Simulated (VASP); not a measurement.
SnO2, 6 atoms in the cell. The typed cell holds 6 atoms: a = 4.761 Å, b = 4.761 Å, c = 3.200 Å, α = 90.00°, β = 90.00°, γ = 90.00°. 

* Program: VASP 6.6.1
* Task: single point
* Functional: r2SCAN
* Potentials or basis: VASP PAW PBE potentials, release 64 (Sn_d, O)
* Cutoff: 520 eV
* k mesh: 5 × 5 × 5
* Occupations: gaussian, width 0.01 eV
* Spin: no spin polarisation
* Dipole correction: no
* Further INCAR settings: ALGO = Normal; EDIFF = 1e-07; NBANDS = 35

Potentials or basis: VASP PAW PBE potentials, release 64 (Sn_d, O).

Launch:

```console
$ cat potpaw_PBE.64/Sn_d/POTCAR potpaw_PBE.64/O/POTCAR > POTCAR
$ cp INCAR.step1 INCAR
$ mpirun -np 1 vasp_std > vasp.out
$ cp INCAR.step2 INCAR
$ mpirun -np 1 vasp_std > vasp.out
```

Hardware: 1 thread of Intel(R) Xeon(R) 6975P-C (Granite Rapids) (shared host).

**Question.** Estimate the wall time of this run.

**Answer.** Wall time 89 s on 1 thread of Intel(R) Xeon(R) 6975P-C (Granite Rapids), on a shared host, peak memory 0.21 GiB. Counts: k points 27.
